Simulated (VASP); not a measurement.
# Al14CN16 (a cell with a defect) in VASP: further runs

Runs on Al14CN16 (a cell with a defect). Level: PBE. Tasks: single point.

Everything below comes from runs of VASP 6.6.1. Logs are shortened: lines on timing, memory, paths and dates and some standing lists are left out, and cuts for length are marked.

### Step 1. The cell of the first run

The cell holds a defect, 31 atoms: a = 6.260 Å, b = 6.260 Å, c = 10.035 Å, α = 90.00°, β = 90.00°, γ = 120.00°.

### Step 2. Single point, PBE, collinear spin

The input, INCAR:

```
PREC = Accurate
ENCUT = 520
EDIFF = 1E-6
ISMEAR = 0
SIGMA = 0.01
LREAL = Auto
LASPH = T
NELM = 200
ALGO = Normal
ISIF = 2
LWAVE = F
LCHARG = T
ISPIN = 2
MAGMOM = 0.34 0.32 0.19 0.02 0.2 0.39 0.04 0.02 0 0.39 0.03 0.02 0 0.01 0.01 0 0 0 0 0 0 0 0 0.01 0 0 0 0 0 0 0
LORBIT = 11
NUPDOWN = 3.0
GGA = PE
LELF = T
LVHAR = T
NBANDS = 88
NELECT = 127.0
GGA_COMPAT = F
ISYM = -1
```

The input, KPOINTS:

```
explicit points
1
Reciprocal
  0.25000000   0.25000000   0.25000000 1
```

The input, POSCAR:

```
Al14CN16
1.0
    6.2595139102      0.0000000601      0.0000000000
   -3.1297570100      5.4208980298      0.0000000000
    0.0000000000      0.0000000000     10.0348065900
C N Al
1 16 14
Direct
    0.3705376783      0.1313952784      0.2606026131
    0.3634416250      0.1390228932      0.4067264463
    0.1380884795      0.3629551253      0.1803942758
    0.3268324712      0.1746615264      0.9399646705
    0.1639012739      0.3384027926      0.7014672342
    0.3519528389      0.6916128685      0.4398194745
    0.2091300704      0.8772540838      0.1983831630
    0.3332830131      0.6803985999      0.9384106744
    0.1667323196      0.8405998336      0.6873026588
    0.8061725659      0.1478217690      0.4393505253
    0.6240912492      0.2938563914      0.1980255845
    0.8212772173      0.1684356886      0.9383942442
    0.6616904086      0.3354902956      0.6873339127
    0.8363285077      0.6663491324      0.4390437953
    0.6722689900      0.8289878376      0.1883226425
    0.8343461736      0.6674518462      0.9469487044
    0.6689999010      0.8329424132      0.6945153969
    0.3273724907      0.1746359792      0.7483373090
    0.1588808708      0.3426771887      0.9978146080
    0.3403107300      0.6650871227      0.2551253219
    0.1682268346      0.8300247561      0.4974772425
    0.3303637536      0.6693888596      0.7465037727
    0.1753692985      0.8479549930      1.0051561583
    0.8352243888      0.1612217715      0.2547975890
    0.6716862377      0.3345170625      0.4976011102
    0.8326964251      0.1716657431      0.7464318524
    0.6536883675      0.3265666196      1.0050254068
    0.8351632241      0.6671878069      0.2523124129
    0.6703578725      0.8303068798      0.5051614526
    0.8339941048      0.6682701913      0.7531153219
    0.6652112848      0.8365965259      0.9998432560
```

Potentials or basis: VASP PAW PBE potentials, release 64 (C, N, Al).

Started as:

```bash
$ cat potpaw_PBE.64/C/POTCAR potpaw_PBE.64/N/POTCAR potpaw_PBE.64/Al/POTCAR > POTCAR
$ mpirun -np 1 vasp_std > vasp.out
```

OUTCAR:

```text
PREC = Accurate
   ENCUT = 520
   EDIFF = 1E-6
   ISMEAR = 0
   LREAL = Auto
   LASPH = T
   NELM = 200
   ISIF = 2
   ISPIN = 2
   LORBIT = 11
   NUPDOWN = 3.0
   GGA = PE
   NELECT = 127.0
   ISYM = -1

 ion  position               nearest neighbor table
   1  0.371  0.131  0.261-   2 1.47  11 1.53   7 1.53
   2  0.363  0.139  0.407-   1 1.47  25 1.92  21 1.92
   3  0.138  0.363  0.180-  20 1.83  24 1.83  19 1.85
   4  0.327  0.175  0.940-  23 1.89  27 1.89  19 1.91  18 1.92
   5  0.164  0.338  0.701-  18 1.84  22 1.85  26 1.85
   6  0.352  0.692  0.440-  21 1.85  29 1.85  20 1.86
   7  0.209  0.877  0.198-   1 1.53  23 1.95  20 1.96  28 2.10
   8  0.333  0.680  0.938-  23 1.89  31 1.90  19 1.93  22 1.93
   9  0.167  0.841  0.687-  21 1.91  22 1.91  18 1.91  30 1.92
  10  0.806  0.148  0.439-  25 1.84  29 1.85  24 1.86
  11  0.624  0.294  0.198-   1 1.53  27 1.95  24 1.96  28 2.10
  12  0.821  0.168  0.938-  27 1.89  31 1.90  19 1.93  26 1.93
  13  0.662  0.335  0.687-  25 1.91  26 1.91  18 1.91  30 1.92
  14  0.836  0.666  0.439-  28 1.87  21 1.89  25 1.89  29 1.91
  15  0.672  0.829  0.188-  28 1.87  31 1.89  20 1.92  24 1.92
  16  0.834  0.667  0.947-  31 1.91  27 1.94  23 1.94  30 1.95
  17  0.669  0.833  0.695-  30 1.88  29 1.90  22 1.91  26 1.91
[... 6 lines left out ...]
  21  0.168  0.830  0.497-   6 1.85  14 1.89   9 1.91   2 1.92  20 3.04  22 3.05  28 3.05  25 3.10
                            29 3.12  18 3.14  30 3.14  29 3.14  25 3.15
  22  0.330  0.669  0.747-   5 1.85  17 1.91   9 1.91   8 1.93  29 3.04  21 3.05  19 3.08  18 3.09
                            30 3.10  26 3.12  31 3.12  26 3.14  30 3.16  23 3.16  18 3.17
  23  0.175  0.848  0.005-   8 1.89   4 1.89  16 1.94   7 1.95  27 2.99  28 3.09  31 3.10  19 3.11
                            18 3.13  30 3.13  20 3.14  19 3.15  31 3.16  22 3.16  27 3.26
  24  0.835  0.161  0.255-   3 1.83  10 1.86  15 1.92  11 1.96  25 3.04  29 3.09  28 3.09  20 3.10
                            31 3.11  19 3.12  27 3.13  20 3.16  28 3.17
  25  0.672  0.335  0.498-  10 1.84  14 1.89  13 1.91   2 1.92  24 3.04  28 3.05  26 3.05  21 3.10
                            29 3.11  18 3.13  30 3.14  29 3.15  21 3.15
  26  0.833  0.172  0.746-   5 1.85  17 1.91  13 1.91  12 1.93  29 3.05  25 3.05  19 3.08  18 3.09
                            30 3.11  22 3.12  31 3.13  22 3.14  30 3.16  27 3.16  18 3.17
  27  0.654  0.327  0.005-  12 1.89   4 1.89  16 1.94  11 1.95  23 2.99  28 3.09  31 3.10  19 3.11
                            18 3.13  24 3.13  30 3.13  19 3.15  31 3.16  26 3.16  23 3.26
  28  0.835  0.667  0.252-  15 1.87  14 1.87  11 2.10   7 2.10  25 3.05  21 3.05  20 3.09  23 3.09
                            24 3.09  27 3.09  29 3.10  31 3.13  24 3.17  20 3.17
  29  0.670  0.830  0.505-  10 1.85   6 1.85  17 1.90  14 1.91  22 3.04  26 3.05  30 3.05  20 3.08
                            24 3.09  28 3.10  25 3.11  21 3.12  21 3.14  25 3.15
  30  0.834  0.668  0.753-  17 1.88   9 1.92  13 1.92  16 1.95  29 3.05  31 3.08  22 3.10  26 3.11
                            18 3.13  18 3.13  23 3.13  27 3.13  25 3.14  21 3.14  26 3.16  22 3.16
  31  0.665  0.837  1.000-  15 1.89  12 1.90   8 1.90  16 1.91  30 3.08  23 3.10  27 3.10  24 3.11
                            20 3.11  22 3.12  26 3.13  19 3.13  28 3.13  19 3.13  27 3.16  23 3.16

IMPORTANT INFORMATION: All symmetrisations will be switched off!
NOSYMM: (Re-)initialisation of all symmetry stuff for point group C_1.

----------------------------------------------------------------------------------------

                                     Primitive cell

  volume of cell :     340.5029

  direct lattice vectors                    reciprocal lattice vectors
     6.259513910  0.000000060  0.000000000     0.159756813  0.092235641  0.000000000
    -3.129757010  5.420898030  0.000000000    -0.000000002  0.184471279  0.000000000
     0.000000000  0.000000000 10.034806590     0.000000000  0.000000000  0.099653141

  length of vectors
     6.259513910  6.259513910 10.034806590     0.184471279  0.184471279  0.099653141

  position of ions in fractional coordinates (direct lattice)
     0.370537678  0.131395278  0.260602613
     0.363441625  0.139022893  0.406726446
     0.138088479  0.362955125  0.180394276
     0.326832471  0.174661526  0.939964670
     0.163901274  0.338402793  0.701467234
     0.351952839  0.691612869  0.439819474
[... 23 lines left out ...]
     0.833994105  0.668270191  0.753115322
     0.665211285  0.836596526  0.999843256

  ion indices of the primitive-cell ions
   primitive index   ion index
                 1           1
                 2           2
                 3           3
                 4           4
                 5           5
                 6           6
[... 23 lines left out ...]
                30          30
                31          31

[... 21 lines left out ...]
   ISTART =      0    job   : 0-new  1-cont  2-samecut
   ICHARG =      2    charge: 1-file 2-atom 10-const
   ISPIN  =      2    spin polarized calculation?
   LNONCOLLINEAR =      F non collinear calculations
   LSORBIT =      F    spin-orbit coupling
   LASPH  =      T    aspherical Exc in radial PAW
   ENCUT  =  520.0 eV  38.22 Ry    6.18 a.u.  11.64 11.64 18.66*2*pi/ulx,y,z
   NELM   =    200;   NELMIN=  2; NELMDL= -5     # of ELM steps
   EDIFF  = 0.1E-05   stopping-criterion for ELM
   LREAL  =      T    real-space projection
   EDIFFG = 0.1E-04   stopping-criterion for IOM
   NSW    =      0    number of steps for IOM
   IBRION =     -1    ionic relax: 0-MD 1-quasi-New 2-CG
   NFREE  =      0    steps in history (QN), initial steepest desc. (CG)
   ISIF   =      2    stress and relaxation
   ISYM   =     -1    0-nonsym 1-usesym 2-fastsym
   POTIM  = 0.5000    time-step for ionic-motion
   TEBEG  =    0.0;   TEEND  =   0.0 temperature during run
   PSTRESS=    0.0 pullay stress
   NELECT =     127.0000    total number of electrons
   NUPDOWN=       3.0000    fix difference up-down
   EMIN   =  10.00;   EMAX   =-10.00  energy-range for DOS
   EFERMI =   0.00;   METHOD = LEGACY
   ISMEAR =     0;   SIGMA  =   0.01  broadening in eV -4-tet -1-fermi 0-gaus
   EFERMI_NEDOS =   21; number of points for ismear=-14 and -15
   IALGO  =     38    algorithm
   IMIX   =      4    mixing-type and parameters
     AMIX     =   0.40;   BMIX     =  1.00
     AMIX_MAG =   1.60;   BMIX_MAG =  1.00
  volume/ion in A,a.u.               =      10.98        74.12
  Fermi-wavevector in a.u.,A,eV,Ry     =   1.178426  2.226903 18.894257  1.388689
  Thomas-Fermi vector in A             =   2.314755
   LORBIT       =     11    0 simple, 1 ext, 2 COOP (PROOUT), +10 PAW based schemes
   GGA     = PE    functional components
   LHFCALC =     F    Hartree Fock is set to
   AEXX    =    0.0000 exact exchange contribution
   IVDW    =     0    specifies the selected vdW correction
   LEPSILON=     F    determine dielectric tensor
   LRPA    =     F    only Hartree local field effects (RPA)
 spin polarized calculation
 Gauss-broadening in eV      SIGMA  =   0.01
  energy-cutoff  :      520.00
  volume of cell :      340.50
 maximum number of plane-waves:      9148
 NGX is ok and might be reduce to    48
   NGX = 23   NGY = 23   NGZ = 37

 number of electron     127.0000003 magnetization       2.9999724

 Free energy of the ion-electron system (eV)
  ---------------------------------------------------
  ext. energy  EPLUGINS =         0.00000000
  ---------------------------------------------------
  free energy    TOTEN  =      -220.90284195 eV

  energy without entropy =     -220.90284195  energy(sigma->0) =     -220.90284195

 E-fermi :   5.5548     XC(G=0): -10.6099

 val. band max:        8.2384195450   @ k =   0.2500   0.2500   0.2500
 cond. band min:       6.2710824571   @ k =   0.2500   0.2500   0.2500
 fundamental gap:     -1.9673370878
 Fermi energy:         8.2923835934

 spin component 1

 k-point     1 :       0.2500    0.2500    0.2500
  band No.  band energies     occupation
      1     -11.5185      1.00000
      2      -9.4042      1.00000
      3      -9.1247      1.00000
      4      -8.8135      1.00000
      5      -8.7141      1.00000
      6      -8.6407      1.00000
[... 67 lines left out ...]
     74      11.9135      0.00000
     75      12.1360      0.00000
 Fermi energy:         5.5548179057

 spin component 2

 k-point     1 :       0.2500    0.2500    0.2500
  band No.  band energies     occupation
      1     -11.1234      1.00000
      2      -9.3495      1.00000
      3      -9.0402      1.00000
      4      -8.7303      1.00000
      5      -8.6129      1.00000
      6      -8.4977      1.00000
[... 67 lines left out ...]
     74      11.9978      0.00000
     75      12.2119      0.00000
 [bands above 75 left out]

------------------------ aborting loop because EDIFF is reached ----------------------------------------

  FORCE on cell =-STRESS in cart. coord.  units (eV):
  Direction    XX          YY          ZZ          XY          YZ          ZX
  --------------------------------------------------------------------------------------
  -------------------------------------------------------------------------------------
  Total        9.7083113     -3.3566735      9.4280087    -11.4658212      0.6360384     -0.2712270
  in kB       45.6807705    -15.7942436     44.3618552    -53.9504279      2.9927679     -1.2762114
  external PRESSURE =      24.7494607 kB  Pullay stress =       0.0000000 kB

 VOLUME and BASIS-vectors are now :
 -----------------------------------------------------------------------------
  energy-cutoff  :      520.00
  volume of cell :      340.50
      direct lattice vectors                 reciprocal lattice vectors
     6.259513910  0.000000060  0.000000000     0.159756813  0.092235641  0.000000000
    -3.129757010  5.420898030  0.000000000    -0.000000002  0.184471279  0.000000000
     0.000000000  0.000000000 10.034806590     0.000000000  0.000000000  0.099653141

 POSITION                                       TOTAL-FORCE (eV/Angst)
 -----------------------------------------------------------------------------------
      1.90815      0.71228      2.61510        -0.001456      0.003335     -0.028534
      1.83986      0.75363      4.08142        -0.004203      0.002543      0.064336
     -0.27159      1.96754      1.81022         0.012012     -0.007693     -0.021513
      1.49916      0.94682      9.43236        -0.007619      0.004520     -0.001396
     -0.03318      1.83445      7.03909         0.000447     -0.000595      0.009932
      0.03847      3.74916      4.41350         0.008815      0.005546     -0.000505
[... 23 lines left out ...]
      3.12887      3.62262      7.55737        -0.007424      0.006017      0.006085
      1.54556      4.53510     10.03323        -0.003127     -0.002534      0.005631
 -----------------------------------------------------------------------------------
    total drift:                                0.017027      0.000097      0.005772

  FREE ENERGIE OF THE ION-ELECTRON SYSTEM (eV)
  ---------------------------------------------------
  free  energy   TOTEN  =      -220.9028419497 eV

  energy  without entropy=     -220.9028419497  energy(sigma->0) =     -220.90284195

 total charge

# of ion       s       p       d       tot
------------------------------------------
    1        0.804   1.510   0.000   2.314
    2        1.246   2.510   0.000   3.756
    3        1.249   2.557   0.000   3.806
    4        1.231   2.617   0.000   3.848
    5        1.247   2.543   0.000   3.790
    6        1.257   2.518   0.000   3.775
[... 23 lines left out ...]
   30        0.375   0.424   0.000   0.799
   31        0.376   0.436   0.000   0.812
--------------------------------------------------
tot         25.862  48.871   0.000  74.733

 magnetization (x)

# of ion       s       p       d       tot
------------------------------------------
    1        0.060   0.350   0.000   0.410
    2        0.015   0.359   0.000   0.374
    3        0.012   0.153   0.000   0.165
    4        0.001   0.012   0.000   0.013
    5        0.009   0.167   0.000   0.176
    6        0.011   0.333   0.000   0.344
[... 23 lines left out ...]
   30        0.000   0.000   0.000   0.000
   31       -0.000   0.000   0.000  -0.000
--------------------------------------------------
tot          0.124   1.828   0.000   1.952
```

It took 2.1 min on 1 thread of Intel Xeon 6975P-C (Granite Rapids), shared host; peak memory 0.58 GiB.

What came out:

```yaml
Free_energy: -220.9028 eV
Largest_force: 0.065 eV/Å
Net_moment: 3.00 μB per cell
Site_moments: C +0.41; N +0.37, +0.17, +0.01, +0.18, +0.34, +0.04, +0.02, -0.00, +0.35, +0.03, +0.00 (each value once); Al -0.00, +0.00, +0.01, -0.01 (each value once) μB
Valence_electrons_inside_the_program's_atomic_spheres: C 2.31; N 3.76, 3.81, 3.85, 3.79, 3.77, 3.78, 3.84, 3.87 (each value once); Al 0.82, 0.81, 0.83, 0.80, 0.76 (each value once)
```

Forces on the atoms (eV/Å):
```
C   -0.001  0.003 -0.029
N   -0.004  0.003  0.064
N    0.012 -0.008 -0.022
N   -0.008  0.005 -0.001
N    0.000 -0.001  0.010
N    0.009  0.006 -0.001
N   -0.010 -0.027 -0.012
N    0.003 -0.007 -0.003
N    0.001  0.002  0.007
N   -0.002 -0.002 -0.002
N    0.027  0.026 -0.019
N    0.007  0.000  0.001
N   -0.001  0.000  0.010
N   -0.005  0.001  0.007
N   -0.008  0.006 -0.007
N   -0.004  0.002 -0.011
N    0.000 -0.002  0.001
Al  -0.007  0.003 -0.002
Al  -0.005  0.005  0.006
Al   0.006  0.007 -0.006
Al   0.006  0.006 -0.004
Al   0.003 -0.003  0.000
Al  -0.007 -0.009  0.016
Al  -0.007 -0.003 -0.003
Al  -0.001 -0.008 -0.014
Al   0.006  0.000 -0.006
Al  -0.001  0.005  0.023
Al   0.007 -0.014 -0.010
Al  -0.005 -0.001 -0.005
Al  -0.007  0.006  0.006
Al  -0.003 -0.003  0.006
```

Caveat: the cell carries a net charge on a neutralising background, which shifts energy and pressure; the cell is charged against a uniform background, so pressure and absolute levels hang on convention; the moment is held away from its start; the total moment is fixed, so each spin has its own Fermi level.

[end of part 1 of 2]
